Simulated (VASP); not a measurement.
# AgI (F-43m) in VASP: a series of runs, part 2 of 2

VASP 6.6.1. Earlier steps stand in the parts before.

### 3 Single point, revPBE

File INCAR:

```
SYSTEM = AgI
PREC = Accurate ; ENCUT = 500
EDIFF = 1E-6 ; ISMEAR = 0
SIGMA = 0.1 ; LREAL = .False.
LASPH = .True. ; NELM = 120
ALGO = Normal ; ISIF = 2
LWAVE = .False. ; LCHARG = .False.
GGA = RE ; NBANDS = 16
GGA_COMPAT = .False.
```

File KPOINTS:

```
regular mesh
0
Gamma
  4 4 4
  0 0 0
```

File POSCAR:

```
AgI
1.0
    0.0000000000      3.2820957782      3.2820957782
    3.2820957782      0.0000000000      3.2820957782
    3.2820957782      3.2820957782      0.0000000000
Ag I
1 1
Direct
    0.0000000000      0.0000000000      0.0000000000
    0.7500000000      0.7500000000      0.7500000000
```

Potentials or basis: VASP PAW PBE potentials, release 64 (Ag, I).

On the command line:

```sh
$ cat potpaw_PBE.64/Ag/POTCAR potpaw_PBE.64/I/POTCAR > POTCAR
$ mpirun -np 1 vasp_std > vasp.out
```

OUTCAR:

```text
SYSTEM = AgI
   PREC = Accurate
   ENCUT = 500
   EDIFF = 1E-6
   ISMEAR = 0
   LREAL = .False.
   LASPH = .True.
   NELM = 120
   ISIF = 2
   GGA = RE

 ion  position               nearest neighbor table
   1  0.000  0.000  0.000-   2 2.84   2 2.84   2 2.84   2 2.84
   2  0.750  0.750  0.750-   1 2.84   1 2.84   1 2.84   1 2.84

  LATTYP: Found a face centered cubic cell.
 ALAT       =     6.5641915564

  Lattice vectors:

 A1 = (   0.0000000000,   3.2820957782,   3.2820957782)
 A2 = (   3.2820957782,   0.0000000000,   3.2820957782)
 A3 = (   3.2820957782,   3.2820957782,   0.0000000000)

Analysis of symmetry for initial positions (statically):
=====================================================================
 Subroutine PRICEL returns:
 Original cell was already a primitive cell.

 Routine SETGRP: Setting up the symmetry group for a
 face centered cubic supercell.

 Subroutine GETGRP returns: Found 24 space group operations
 (whereof 24 operations were pure point group operations)
 out of a pool of 48 trial point group operations.

The static configuration has the point symmetry T_d .

[... 141 lines left out ...]

  energy without entropy =       -4.16748754  energy(sigma->0) =       -4.16748754

 E-fermi :   3.3077     XC(G=0):  -8.0654

 val. band max:        2.8809906461   @ k =   0.0000   0.0000   0.0000
 cond. band min:       4.3703629635   @ k =   0.0000   0.0000   0.0000
 fundamental gap:      1.4893723175
 Fermi energy:         3.3076686810

 k-point     1 :       0.0000    0.0000    0.0000
  band No.  band energies     occupation
      1      -9.7171      2.00000
      2      -1.1401      2.00000
      3      -1.1401      2.00000
      4      -1.1401      2.00000
      5      -0.0457      2.00000
      6      -0.0457      2.00000
[... 129 lines left out ...]
      3      -0.8530      2.00000
      4      -0.6644      2.00000
      5      -0.1026      2.00000
      6       0.1718      2.00000
[... 8 lines left out ...]
     15      14.4691      0.00000
     16      14.5242      0.00000

------------------------ aborting loop because EDIFF is reached ----------------------------------------

  FORCE on cell =-STRESS in cart. coord.  units (eV):
  Direction    XX          YY          ZZ          XY          YZ          ZX
  --------------------------------------------------------------------------------------
  -------------------------------------------------------------------------------------
  Total        0.9827149      0.9827149      0.9827149      0.0000000      0.0000000     -0.0000000
  in kB       22.2666239     22.2666239     22.2666239      0.0000000      0.0000000     -0.0000000
  external PRESSURE =      22.2666239 kB  Pullay stress =       0.0000000 kB

 VOLUME and BASIS-vectors are now :
 -----------------------------------------------------------------------------
  energy-cutoff  :      500.00
  volume of cell :       70.71
      direct lattice vectors                 reciprocal lattice vectors
     0.000000000  3.282095778  3.282095778    -0.152341685  0.152341685  0.152341685
     3.282095778  0.000000000  3.282095778     0.152341685 -0.152341685  0.152341685
     3.282095778  3.282095778  0.000000000     0.152341685  0.152341685 -0.152341685

 POSITION                                       TOTAL-FORCE (eV/Angst)
 -----------------------------------------------------------------------------------
      0.00000      0.00000      0.00000         0.000000      0.000000      0.000000
      4.92314      4.92314      4.92314        -0.000000     -0.000000     -0.000000
 -----------------------------------------------------------------------------------
    total drift:                                0.000000      0.000000      0.000000

  FREE ENERGIE OF THE ION-ELECTRON SYSTEM (eV)
  ---------------------------------------------------
  free  energy   TOTEN  =        -4.1674875407 eV

  energy  without entropy=       -4.1674875406  energy(sigma->0) =       -4.16748754
```

OSZICAR:

```text
N       E                     dE             d eps       ncg     rms          rms(c)
DAV:   1     0.915414943255E+02    0.91541E+02   -0.76214E+03   256   0.920E+02
DAV:   2    -0.792362194161E+00   -0.92334E+02   -0.86734E+02   312   0.191E+02
DAV:   3    -0.417938107562E+01   -0.33870E+01   -0.33812E+01   320   0.382E+01
DAV:   4    -0.423577587542E+01   -0.56395E-01   -0.56393E-01   400   0.450E+00
DAV:   5    -0.423594559666E+01   -0.16972E-03   -0.16972E-03   320   0.240E-01    0.484E+00
DAV:   6    -0.416384057188E+01    0.72105E-01   -0.18416E-01   288   0.604E+00    0.364E+00
DAV:   7    -0.416465071477E+01   -0.81014E-03   -0.49000E-02   288   0.128E+00    0.148E+00
DAV:   8    -0.416662320851E+01   -0.19725E-02   -0.38472E-03   312   0.514E-01    0.277E-01
DAV:   9    -0.416725275930E+01   -0.62955E-03   -0.69713E-04   320   0.248E-01    0.777E-02
DAV:  10    -0.416737113902E+01   -0.11838E-03   -0.64855E-05   336   0.803E-02    0.271E-02
DAV:  11    -0.416748837728E+01   -0.11724E-03   -0.22295E-04   296   0.939E-02    0.233E-02
DAV:  12    -0.416748754068E+01    0.83660E-06   -0.37929E-06   328   0.180E-02
   1 F= -.41674875E+01 E0= -.41674875E+01  d E =-.327984E-10
```

stdout:

```text
POSCAR found type information on POSCAR AgI
 POSCAR found :  2 types and       2 ions
 scaLAPACK will be used
 -----------------------------------------------------------------------------
|                                                                             |
|                                                                             |
|     You enforced a specific xc type in the INCAR file but a different       |
|     I HOPE YOU KNOW WHAT YOU ARE DOING!                                     |
|                                                                             |
 -----------------------------------------------------------------------------

 LDA part: xc-table for (Slater+PW92), standard interpolation
 POSCAR, INCAR and KPOINTS ok, starting setup
 FFT: planning ... GRIDC
 FFT: planning ... GRID_SOFT
 FFT: planning ... GRID
 WAVECAR not read
 entering main loop
```

Wall time 13 s (1 thread of Intel Xeon 8259CL, shared host); peak memory 0.2 GiB.

What came out:

| Property | Result |
| --- | --- |
| Free energy | -4.1675 eV |
| Pressure | 2.2 GPa |
| Band gap on the k mesh | 1.49 eV, direct |

Caveat: the PAW data sets were made with another functional, which shifts forces and pressure a little; spin-orbit coupling is left out, which moves the levels of the heavy elements.

### 4 Single point, BLYP, collinear spin, ferromagnetic start

File INCAR:

```
  PREC = Accurate
  ENCUT = 500
  EDIFF = 1E-6
  ISMEAR = 0
  SIGMA = 0.1
  LREAL = False
  LASPH = True
  NELM = 200
  ALGO = Normal
  ISIF = 2
  LWAVE = False
  LCHARG = False
  ISPIN = 2
  MAGMOM = 0 -0.1
  LORBIT = 11
  LMAXMIX = 4
  GGA = B5
  ALDAX = 1.0
  AGGAX = 1.0
  AGGAC = 1.0
  ALDAC = 0.0
  NBANDS = 20
  GGA_COMPAT = False
```

File KPOINTS:

```
Automatic mesh
0
Gamma
  2 2 2
```

POSCAR is that of step 3.

On the command line:

```sh
$ cat potpaw_PBE.64/Ag/POTCAR potpaw_PBE.64/I/POTCAR > POTCAR
$ mpirun -np 1 vasp_std > vasp.out
```

Run time: 34 s. Hardware: 1 thread of Intel Xeon 8259CL, shared host; peak memory 0.23 GiB.

Results (log left out):

| Item | Value |
| --- | --- |
| Free energy | -3.3670 eV |
| Pressure | 5.8 GPa |
| Band gap on the k mesh | 1.24 eV, direct |
| Net moment | 0.00 μB per cell |
| Valence electrons inside the program's atomic spheres | Ag 9.79; I 4.38 |

Levels at points of the mesh, in eV from the valence-band top:
Spin up:
| k point | band 5 | band 6 | band 7 | band 8 | band 9 | band 10 | band 11 | band 12 | band 13 | band 14 |
| --- | --- | --- | --- | --- | --- | --- | --- | --- | --- | --- |
| (0.00, 0.00, 0.00) | -3.16 | -3.16 | 0.00 | 0.00 | 0.00 | 1.24 | 5.76 | 5.76 | 5.76 | 8.86 |
| (0.50, 0.00, 0.00) | -3.13 | -3.13 | -3.02 | -0.69 | -0.69 | 2.68 | 6.23 | 6.23 | 7.17 | 9.17 |
| (0.50, 0.50, 0.00) | -3.08 | -3.04 | -2.64 | -1.71 | -1.71 | 3.67 | 3.77 | 8.43 | 9.46 | 9.46 |
Spin down:
```tsv
k point	band 7	band 8	band 9	band 10	band 11	band 12
(0.00, 0.00, 0.00)	0.00	0.00	0.00	1.24	5.76	5.76
(0.50, 0.00, 0.00)	-3.02	-0.69	-0.69	2.68	6.23	6.23
(0.50, 0.50, 0.00)	-2.64	-1.71	-1.71	3.67	3.77	8.43
```

Caveat: the k points lie up to 0.83 Å⁻¹ apart; the PAW data sets were made with another functional, which shifts forces and pressure a little; spin-orbit coupling is left out, which moves the levels of the heavy elements.

### 5 The runs side by side

```tsv
level	spin	k mesh	smearing	gap on the mesh (eV)	pressure (GPa)
PBE+D3(BJ)	off	4 × 4 × 4	fermi-dirac 0.19 eV	1.34	-0.8
revPBE	off	4 × 4 × 4	gaussian 0.1 eV	1.49	2.2
BLYP	collinear, ferromagnetic start	2 × 2 × 2	gaussian 0.1 eV	1.24	5.8
```

Alike in all rows: task single point; potentials or basis VASP PAW PBE potentials, release 64 (Ag, I); cell as given; cutoff (eV) 500.

Caveats: some runs use coarse meshes; spin-orbit coupling is left out, which moves the levels of the heavy elements; the PAW data sets were made with another functional, which shifts forces and pressure a little (some runs); three body term missing (some runs).

Absolute energies hang on the potentials; compare differences alone.
